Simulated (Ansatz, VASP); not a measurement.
## Li12NO in VASP and in Ansatz

```
CELL_PARAMETERS angstrom
5.94517 0.00000 0.00000
-1.98172 5.60516 0.00000
0.00000 0.00000 22.68313
ATOMIC_POSITIONS crystal
Li 0.25000 0.25000 0.17634
Li 0.25000 0.75000 0.17634
Li 0.75000 0.25000 0.17634
Li 0.75000 0.75000 0.17634
Li 0.00000 0.00000 0.27942
Li 0.00000 0.50000 0.27942
Li 0.50000 0.00000 0.27942
Li 0.50000 0.50000 0.27942
Li 0.25000 0.25000 0.38280
Li 0.25000 0.75000 0.38280
Li 0.75000 0.25000 0.38280
Li 0.75000 0.75000 0.38280
N 0.91667 0.58333 0.43041
O 0.00261 0.66928 0.47547
```

Alike in both runs: task single point; functional PBE; k mesh 5 × 5 × 1; occupations gaussian, width 0.1 eV; collinear spin.

|  | VASP | Ansatz |
| --- | --- | --- |
| version | VASP 6.6.1 | Ansatz 0.2.0 |
| potentials or method | VASP PAW PBE potentials, release 64 (Li_sv, N, O), cutoff 520 eV | scalar-relativistic, plane waves, PAW |
| valence electrons in the cell | 47 | 47 |

Ansatz gave:

| Quantity | Value |
| --- | --- |
| gap on the k mesh at the Fermi level (eV) | none |
| rms of the force components (eV/Å) | 1.015 |
| net moment per atom (μB) | 0.09 |
| size of the moment on the site where the two differ most (μB) | 0.28 |

Problem. Estimate VASP's values.

Solution. gap on the k mesh at the Fermi level (eV): none; rms of the force components (eV/Å): 1.256; net moment per atom (μB): 0.09; size of the moment on the site where the two differ most (μB): 0.50.

Site moments also hang on the region over which each program counts them. Atom by atom the forces differ by 0.243 eV/Å (rms over components). A gap of «none» marks a metal or a gap that the smearing closes. With one functional, cell and mesh, what is left measures potentials, basis and numerics.

Noted on VASP's run: the cutoff is short for stress, so the pressure is rough; the standard files for N, O and F lose accuracy on very short bonds.
